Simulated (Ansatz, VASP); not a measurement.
**CsPbBr3 in VASP and in Ansatz**

The input INCAR:

```
SYSTEM = CsPbBr3
PREC     = Accurate       ! precision mode
ENCUT    = 520            ! plane-wave cutoff, eV
EDIFF    = 1E-7           ! SCF threshold, eV
ISMEAR   = 0              ! smearing method
SIGMA    = 0.05           ! smearing width, eV
LREAL    = .False.        ! projectors in reciprocal space
LASPH    = .True.         ! aspherical terms in the spheres
NELM     = 100            ! most SCF steps
ALGO     = Normal         ! electronic algorithm
ISIF     = 2              ! what is computed and relaxed
LWAVE    = .False.        ! write WAVECAR
LCHARG   = .False.        ! write CHGCAR
GGA      = PS             ! functional
NBANDS   = 30             ! bands
```

Contents of KPOINTS:

```
Automatic mesh
0
Gamma
  6 6 6
  0 0 0
```

File POSCAR:

```
CsPbBr3
1.0
    5.5765000000      0.0000000000      0.0000000000
    0.0000000000      5.5765000000      0.0000000000
    0.0000000000      0.0000000000      5.5765000000
Cs Pb Br
1 1 3
Direct
    0.0000000000      0.0000000000      0.0000000000
    0.5000000000      0.5000000000      0.5000000000
    0.0000000000      0.5000000000      0.5000000000
    0.5000000000      0.0000000000      0.5000000000
    0.5000000000      0.5000000000      0.0000000000
```

Input for Ansatz:

```yaml
crystal:
  lattice:
    - [5.5765, 0.0, 0.0]
    - [0.0, 5.5765, 0.0]
    - [0.0, 0.0, 5.5765]
  atoms:
    - { symbol: Cs, position: [0.0, 0.0, 0.0] }
    - { symbol: Pb, position: [0.5, 0.5, 0.5] }
    - { symbol: Br, position: [0.0, 0.5, 0.5] }
    - { symbol: Br, position: [0.5, 0.0, 0.5] }
    - { symbol: Br, position: [0.5, 0.5, 0.0] }
basis:
  ecutwfc: 420
kpoints:
  mp_grid: { grid: [6, 6, 6] }
hamiltonian:
  xc: pbesol
scf:
  occupations: { method: gaussian, width: 0.05 }
output:
  forces: true
  stress: true
  eigenvalues: true
```

Change from the starting cell: strain -0.050 along x and y, -0.050 along z, atoms carried along.

Alike in both runs: task single point; functional PBEsol; k mesh 6 × 6 × 6; occupations gaussian, width 0.05 eV; no spin polarisation.

|  | VASP | Ansatz |
| --- | --- | --- |
| version | VASP 6.6.1 | Ansatz 0.2.0 |
| potentials or method | VASP PAW PBE potentials, release 64 (Cs_sv, Pb_d, Br), cutoff 520 eV | scalar-relativistic, plane waves, PAW |
| valence electrons in the cell | 44 | 44 |

```csv
,VASP,Ansatz,Ansatz less VASP
gap on the k mesh at the Fermi level (eV),0.64,0.64,0.000
least direct gap on the mesh (eV),0.64,0.64,0.000
pressure (GPa),4.8,4.8,-0.01
```

VASP's potentials were made for PBE, not for PBEsol.

Spin-orbit coupling is off throughout.
